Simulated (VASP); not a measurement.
Pt, 2 atoms in the cell. Symmetry: P6_3/mmc, No. 194, hexagonal system. The conventional cell has a = 2.650 Å, b = 2.650 Å, c = 4.409 Å, α = 90.00°, β = 90.00°, γ = 120.00°. Pt (site symmetry -6m2) has 12 Pt at 2.65 to 2.68 Å within 3.5 Å. This isn't the form of Pt at room conditions, which is fcc. This cell differs from its parent crystal: strain -0.040 along x and y, -0.080 along z.

- Program: VASP 6.6.1
- Task: single point
- Functional: r2SCAN
- Potentials or basis: VASP PAW PBE potentials, release 64 (Pt)
- Cutoff: 520 eV
- k mesh: 18 × 18 × 10
- Occupations: gaussian, width 0.15 eV
- Spin: no spin polarisation
- Dipole correction: no
- Further INCAR settings: ALGO = Normal; EDIFF = 1e-06; NBANDS = 17

Potentials or basis: VASP PAW PBE potentials, release 64 (Pt).

Launch:

```sh
$ cat potpaw_PBE.64/Pt/POTCAR > POTCAR
$ cp INCAR.step1 INCAR
$ mpirun -np 1 vasp_std > vasp.out
$ cp INCAR.step2 INCAR
$ mpirun -np 1 vasp_std > vasp.out
```

Hardware: 1 thread of AMD EPYC 9R45 96-Core Processor (Zen 5), with other jobs on the host.

Problem. Estimate the wall time of this run.

Solution. Wall time 2.6 min on 1 thread of AMD EPYC 9R45 96-Core Processor (Zen 5), on a shared host, peak memory 0.18 GiB. Counts: k points 222.
